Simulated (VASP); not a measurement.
# GaBiBr (P4/nmm) in VASP: single point with LDA

Aim: the single point of GaBiBr with LDA.

Program: VASP 6.6.1. These are calculated values, not measurements. Logs are shortened: lines on timing, memory, paths and dates and some standing lists are left out, and cuts for length are marked.

### 1 The cell of the first run

It takes space group P4/nmm (No. 129, tetragonal). Conventional cell: a = 3.898 Å, b = 3.898 Å, c = 9.797 Å, α = 90.00°, β = 90.00°, γ = 90.00°. Within 3.9 Å of Bi (site symmetry 4mm) lie 4 Ga at 2.94 Å and 5 Br at 3.16 to 3.84 Å and 4 Bi at 3.90 Å. Within 3.6 Å of Ga (site symmetry -4m2) lie 4 Ga at 2.76 Å and 4 Bi at 2.94 Å. Br (site symmetry 4mm) has 5 Bi at 3.16 to 3.84 Å and 8 Br at 3.59 to 3.90 Å and 4 Ga at 4.23 Å within 4.3 Å.

### 2 Single point, LDA

File INCAR:

```
ALGO = Normal
EDIFF = 1E-6
ENCUT = 520
ISIF = 2
ISMEAR = -1
LASPH = True
LCHARG = False
LREAL = False
LWAVE = False
NBANDS = 44
NELM = 80
PREC = Accurate
SIGMA = 0.1
```

File KPOINTS:

```
k-points
0
Gamma
  8 8 4
```

File POSCAR:

```
GaBiBr
1.0
    3.8984190495      0.0000000000      0.0000000000
    0.0000000000      3.8984190495      0.0000000000
    0.0000000000      0.0000000000      9.7972198161
Bi Ga Br
2 2 2
Direct
    0.0000000000      0.5000000000      0.2248286474
    0.5000000000      0.0000000000      0.7751713526
    0.0000000000      0.0000000000      0.0000000000
    0.5000000000      0.5000000000      0.0000000000
    0.0000000000      0.5000000000      0.6172303419
    0.5000000000      0.0000000000      0.3827696581
```

Potentials or basis: VASP PAW LDA potentials, release 64 (Bi_d, Ga_d, Br).

The run is started by

```console
> cat potpaw_LDA.64/Bi_d/POTCAR potpaw_LDA.64/Ga_d/POTCAR potpaw_LDA.64/Br/POTCAR > POTCAR
> mpirun -np 1 vasp_std > vasp.out
```

OUTCAR:

```text
EDIFF = 1E-6
   ENCUT = 520
   ISIF = 2
   ISMEAR = -1
   LASPH = True
   LREAL = False
   NELM = 80
   PREC = Accurate

 ion  position               nearest neighbor table
   1  0.000  0.500  0.225-   3 2.94   4 2.94   3 2.94   4 2.94   6 3.16   6 3.16   6 3.16   6 3.16

   2  0.500  0.000  0.775-   3 2.94   4 2.94   4 2.94   3 2.94   5 3.16   5 3.16   5 3.16   5 3.16

   3  0.000  0.000  0.000-   4 2.76   4 2.76   4 2.76   4 2.76   2 2.94   2 2.94   1 2.94   1 2.94

   4  0.500  0.500  0.000-   3 2.76   3 2.76   3 2.76   3 2.76   2 2.94   1 2.94   1 2.94   2 2.94

   5  0.000  0.500  0.617-   2 3.16   2 3.16   2 3.16   2 3.16
   6  0.500  0.000  0.383-   1 3.16   1 3.16   1 3.16   1 3.16

  LATTYP: Found a simple tetragonal cell.
 ALAT       =     3.8984190495
 C/A-ratio  =     2.5131263960

  Lattice vectors:

 A1 = (   3.8984190495,   0.0000000000,   0.0000000000)
 A2 = (   0.0000000000,   3.8984190495,   0.0000000000)
 A3 = (   0.0000000000,   0.0000000000,   9.7972198161)

Analysis of symmetry for initial positions (statically):
=====================================================================
 Subroutine PRICEL returns:
 Original cell was already a primitive cell.

 Routine SETGRP: Setting up the symmetry group for a
 simple tetragonal supercell.

 Subroutine GETGRP returns: Found 16 space group operations
 (whereof  8 operations were pure point group operations)
 out of a pool of 16 trial point group operations.

The static configuration has the point symmetry D_2d.
 The point group associated with its full space group is D_4h.

Analysis of symmetry for dynamics (positions and initial velocities):
=====================================================================
 Subroutine PRICEL returns:
 Original cell was already a primitive cell.

 Routine SETGRP: Setting up the symmetry group for a
 simple tetragonal supercell.

 Subroutine GETGRP returns: Found 16 space group operations
 (whereof  8 operations were pure point group operations)
 out of a pool of 16 trial point group operations.

The dynamic configuration has the point symmetry D_2d.
 The point group associated with its full space group is D_4h.

 Subroutine INISYM returns: Found 16 space group operations
 (whereof  8 operations are pure point group operations),
 and found     1 'primitive' translations

----------------------------------------------------------------------------------------

                                     Primitive cell

  volume of cell :     148.8949

  direct lattice vectors                    reciprocal lattice vectors
     3.898419050  0.000000000  0.000000000     0.256514240  0.000000000  0.000000000
     0.000000000  3.898419050  0.000000000     0.000000000  0.256514240  0.000000000
     0.000000000  0.000000000  9.797219816     0.000000000  0.000000000  0.102069773

  length of vectors
     3.898419050  3.898419050  9.797219816     0.256514240  0.256514240  0.102069773

  position of ions in fractional coordinates (direct lattice)
     0.000000000  0.500000000  0.224828647
     0.500000000  0.000000000  0.775171353
     0.000000000  0.000000000  0.000000000
     0.500000000  0.500000000  0.000000000
     0.000000000  0.500000000  0.617230342
     0.500000000  0.000000000  0.382769658

  ion indices of the primitive-cell ions
   primitive index   ion index
                 1           1
                 2           2
                 3           3
                 4           4
                 5           5
                 6           6

----------------------------------------------------------------------------------------

 KPOINTS: k-points

Automatic generation of k-mesh.
 Grid dimensions read from file:
 generate k-points for:    8    8    4

 Generating k-lattice:

  Cartesian coordinates                     Fractional coordinates (reciprocal lattice)
     0.032064280  0.000000000  0.000000000     0.125000000  0.000000000  0.000000000
     0.000000000  0.032064280  0.000000000     0.000000000  0.125000000  0.000000000
     0.000000000  0.000000000  0.025517443     0.000000000  0.000000000  0.250000000

  Length of vectors
     0.032064280  0.032064280  0.025517443

  Shift w.r.t. Gamma in fractional coordinates (k-lattice)
     0.000000000  0.000000000  0.000000000

 Subroutine IBZKPT returns following result:
 ===========================================

 Found     45 irreducible k-points:

 Following reciprocal coordinates:
            Coordinates               Weight
  0.000000  0.000000  0.000000      1.000000
  0.125000  0.000000  0.000000      4.000000
  0.250000  0.000000  0.000000      4.000000
  0.375000  0.000000  0.000000      4.000000
  0.500000  0.000000  0.000000      2.000000
  0.125000  0.125000  0.000000      4.000000
[... 16 lines left out ...]
  0.375000  0.125000  0.250000     16.000000
  0.500000  0.125000  0.250000      8.000000
 [... further k-points ...]
   k-points           NKPTS =     45   k-points in BZ     NKDIM =     45   number of bands    NBANDS=     44
   number of dos      NEDOS =    301   number of ions     NIONS =      6
   total plane-waves  NPLWV =  72000
   dimension x,y,z NGX =    30 NGY =   30 NGZ =   80
   dimension x,y,z NGXF=    60 NGYF=   60 NGZF=  160
   ions per type =               2   2   2
   NGX,Y,Z   is equivalent  to a cutoff of  12.79, 12.79, 13.57 a.u.
   NGXF,Y,Z  is equivalent  to a cutoff of  25.59, 25.59, 27.15 a.u.
 SYSTEM =  unknown system
   PREC   = accura    normal or accurate (medium, high low for compatibility)
   ISTART =      0    job   : 0-new  1-cont  2-samecut
   ICHARG =      2    charge: 1-file 2-atom 10-const
   ISPIN  =      1    spin polarized calculation?
   LNONCOLLINEAR =      F non collinear calculations
   LSORBIT =      F    spin-orbit coupling
   LASPH  =      T    aspherical Exc in radial PAW
   ENCUT  =  520.0 eV  38.22 Ry    6.18 a.u.   7.25  7.25 18.22*2*pi/ulx,y,z
   NELM   =     80;   NELMIN=  2; NELMDL= -5     # of ELM steps
   EDIFF  = 0.1E-05   stopping-criterion for ELM
   LREAL  =      F    real-space projection
   EDIFFG = 0.1E-04   stopping-criterion for IOM
   NSW    =      0    number of steps for IOM
   IBRION =     -1    ionic relax: 0-MD 1-quasi-New 2-CG
   NFREE  =      0    steps in history (QN), initial steepest desc. (CG)
   ISIF   =      2    stress and relaxation
   ISYM   =      2    0-nonsym 1-usesym 2-fastsym
   POTIM  = 0.5000    time-step for ionic-motion
   TEBEG  =    0.0;   TEEND  =   0.0 temperature during run
   PSTRESS=    0.0 pullay stress
   NELECT =      70.0000    total number of electrons
   NUPDOWN=      -1.0000    fix difference up-down
   EMIN   =  10.00;   EMAX   =-10.00  energy-range for DOS
   EFERMI =   0.00;   METHOD = LEGACY
   ISMEAR =    -1;   SIGMA  =   0.10  broadening in eV -4-tet -1-fermi 0-gaus
   EFERMI_NEDOS =   21; number of points for ismear=-14 and -15
   IALGO  =     38    algorithm
   IMIX   =      4    mixing-type and parameters
     AMIX     =   0.40;   BMIX     =  1.00
     AMIX_MAG =   1.60;   BMIX_MAG =  1.00
  volume/ion in A,a.u.               =      24.82       167.47
  Fermi-wavevector in a.u.,A,eV,Ry     =   1.272958  2.405543 22.047195  1.620423
  Thomas-Fermi vector in A             =   2.405808
   LORBIT       =      0    0 simple, 1 ext, 2 COOP (PROOUT), +10 PAW based schemes
   GGA     = CA    functional components
   LHFCALC =     F    Hartree Fock is set to
   AEXX    =    0.0000 exact exchange contribution
   IVDW    =     0    specifies the selected vdW correction
   LEPSILON=     F    determine dielectric tensor
   LRPA    =     F    only Hartree local field effects (RPA)
 non-spin polarized calculation
  energy-cutoff  :      520.00
  volume of cell :      148.89
 maximum number of plane-waves:      4040
 NGX is ok and might be reduce to    30
   NGX = 15   NGY = 15   NGZ = 37

 number of electron      69.9999970 magnetization

 Free energy of the ion-electron system (eV)
  ---------------------------------------------------
  ext. energy  EPLUGINS =         0.00000000
  ---------------------------------------------------
  free energy    TOTEN  =       -21.87778319 eV

  energy without entropy =      -21.81651253  energy(sigma->0) =      -21.84714786

 E-fermi :   5.3619     XC(G=0): -10.4343

 val. band max:        5.3389553680   @ k =   0.2500   0.1250   0.2500
 cond. band min:       5.3787530376   @ k =   0.5000   0.1250   0.5000
 fundamental gap:      0.0397976696
 Fermi energy:         5.3619427881

 k-point     1 :       0.0000    0.0000    0.0000
  band No.  band energies     occupation
      1     -17.6433      2.00000
      2     -17.6417      2.00000
      3     -17.5856      2.00000
      4     -17.5840      2.00000
      5     -17.5800      2.00000
      6     -17.5796      2.00000
[... 36 lines left out ...]
     43      10.5355      0.00000
     44      11.5062      0.00000

 k-point     2 :       0.1250    0.0000    0.0000
  band No.  band energies     occupation
      1     -17.6380      2.00000
      2     -17.6366      2.00000
      3     -17.5835      2.00000
      4     -17.5821      2.00000
      5     -17.5819      2.00000
      6     -17.5818      2.00000
[... 36 lines left out ...]
     43      11.1473      0.00000
     44      11.7303      0.00000

 k-point     3 :       0.2500    0.0000    0.0000
  band No.  band energies     occupation
      1     -17.6267      2.00000
      2     -17.6256      2.00000
      3     -17.5885      2.00000
      4     -17.5885      2.00000
      5     -17.5871      2.00000
      6     -17.5869      2.00000
[... 36 lines left out ...]
     43      11.4996      0.00000
     44      11.5383      0.00000

 k-point     4 :       0.3750    0.0000    0.0000
  band No.  band energies     occupation
      1     -17.6180      2.00000
      2     -17.6174      2.00000
      3     -17.5955      2.00000
      4     -17.5955      2.00000
      5     -17.5921      2.00000
      6     -17.5920      2.00000
[... 882 lines left out ...]
     43      11.2783      0.00000
     44      11.7931      0.00000

 k-point    23 :       0.3750    0.1250    0.2500
  band No.  band energies     occupation
      1     -17.6108      2.00000
      2     -17.6103      2.00000
      3     -17.5961      2.00000
      4     -17.5959      2.00000
      5     -17.5940      2.00000
      6     -17.5939      2.00000
[... 36 lines left out ...]
     43      11.5999      0.00000
     44      12.1967      0.00000

 k-point    24 :       0.5000    0.1250    0.2500
  band No.  band energies     occupation
      1     -17.6076      2.00000
      2     -17.6076      2.00000
      3     -17.5988      2.00000
      4     -17.5988      2.00000
      5     -17.5964      2.00000
      6     -17.5964      2.00000
[... 36 lines left out ...]
     43      11.7323      0.00000
     44      11.7323      0.00000

 [... further k-points ...]
[... 5 lines left out ...]
  --------------------------------------------------------------------------------------
  -------------------------------------------------------------------------------------
  Total        0.0909880      0.0909880      0.1642653      0.0000000     -0.0000000      0.0000000
  in kB        0.9790727      0.9790727      1.7675698      0.0000000     -0.0000000      0.0000000
  external PRESSURE =       1.2419051 kB  Pullay stress =       0.0000000 kB

 VOLUME and BASIS-vectors are now :
 -----------------------------------------------------------------------------
  energy-cutoff  :      520.00
  volume of cell :      148.89
      direct lattice vectors                 reciprocal lattice vectors
     3.898419050  0.000000000  0.000000000     0.256514240  0.000000000  0.000000000
     0.000000000  3.898419050  0.000000000     0.000000000  0.256514240  0.000000000
     0.000000000  0.000000000  9.797219816     0.000000000  0.000000000  0.102069773

 POSITION                                       TOTAL-FORCE (eV/Angst)
 -----------------------------------------------------------------------------------
      0.00000      1.94921      2.20270        -0.000000      0.000000      0.024540
      1.94921      0.00000      7.59452         0.000000     -0.000000     -0.024540
      0.00000      0.00000      0.00000        -0.000000      0.000000      0.000000
      1.94921      1.94921      0.00000         0.000000     -0.000000      0.000000
      0.00000      1.94921      6.04714         0.000000     -0.000000     -0.007596
      1.94921      0.00000      3.75008        -0.000000     -0.000000      0.007596
 -----------------------------------------------------------------------------------
    total drift:                                0.000000      0.000000      0.000000

  FREE ENERGIE OF THE ION-ELECTRON SYSTEM (eV)
  ---------------------------------------------------
  free  energy   TOTEN  =       -21.8777831859 eV

  energy  without entropy=      -21.8165125324  energy(sigma->0) =      -21.84714786
```

Wall time 3 min (1 thread of AMD EPYC 7R13 (Zen 3), shared host); peak memory 0.35 GiB.

Results:

| Item | Value |
| --- | --- |
| Free energy | -21.8778 eV |
| Pressure | 0.1 GPa |
| Largest force | 0.025 eV/Å |
| Band gap on the k mesh | zero (bands 35 and 36 overlap by 2.40 eV) |

Forces in eV/Å, atoms in the order of the input:
```
Bi   0.000  0.000  0.025
Bi   0.000  0.000 -0.025
Ga   0.000  0.000  0.000
Ga   0.000  0.000  0.000
Br   0.000  0.000 -0.008
Br   0.000  0.000  0.008
```

Levels at points of the mesh, in eV from the Fermi level:
```
           k point  band 33  band 34  band 35  band 36  band 37  band 38
(0.00, 0.00, 0.00)    -0.72    -0.72    -0.54     1.99     1.99     2.00
(0.50, 0.00, 0.00)    -0.33    -0.33     0.73     0.73     2.16     2.16
(0.50, 0.50, 0.00)    -2.29    -2.29    -0.82    -0.82     1.31     1.31
(0.00, 0.00, 0.50)    -0.53    -0.53    -0.53     1.80     1.80     1.84
(0.50, 0.00, 0.50)    -0.77    -0.77     0.72     0.72     2.26     2.26
(0.50, 0.50, 0.50)    -2.77    -2.77    -1.59    -1.59     1.87     1.87
```

Caveat: spin-orbit coupling is left out, which moves the levels of the heavy elements.
